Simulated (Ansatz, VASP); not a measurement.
**N in VASP and in Ansatz**

```
N
1.0
     5.56052    0.00000    0.00000
     0.00000    5.56052    0.00000
     0.00000    0.00000    5.56052
N
8
Direct
  0.05740 0.44260 0.55740
  0.44260 0.55740 0.05740
  0.55740 0.05740 0.44260
  0.94260 0.94260 0.94260
  0.94260 0.55740 0.44260
  0.55740 0.44260 0.94260
  0.44260 0.94260 0.55740
  0.05740 0.05740 0.05740
```

Alike in both runs: functional LDA; k mesh 6 × 6 × 6; no spin polarisation.

```csv
,VASP,Ansatz
version,VASP 6.6.1,Ansatz 0.2.0
potentials or method,"VASP PAW LDA potentials, release 64 (N_h)",Ansatz PAW
plane-wave cutoff (eV),910,420
occupations,"gaussian, width 0.01 eV",fixed
valence electrons in the cell,40,40
task,single point,band structure
```

|  | VASP | Ansatz | Ansatz less VASP |
| --- | --- | --- | --- |
| gap on the k mesh at the Fermi level (eV) | 7.09 | 7.10 | +0.010 |
| least direct gap on the mesh (eV) | 7.12 | 7.13 | +0.009 |
| rms of the force components (eV/Å) | 0.821 | 0.983 | +0.1623 |

LDA's correlation is that of Perdew and Zunger in VASP and of Perdew and Wang (1992) in Ansatz. Atom by atom the forces differ by 0.162 eV/Å (rms over components).

Noted on VASP's run: the cutoff is under 1.25 times that of the potentials, so the pressure is a little rough.
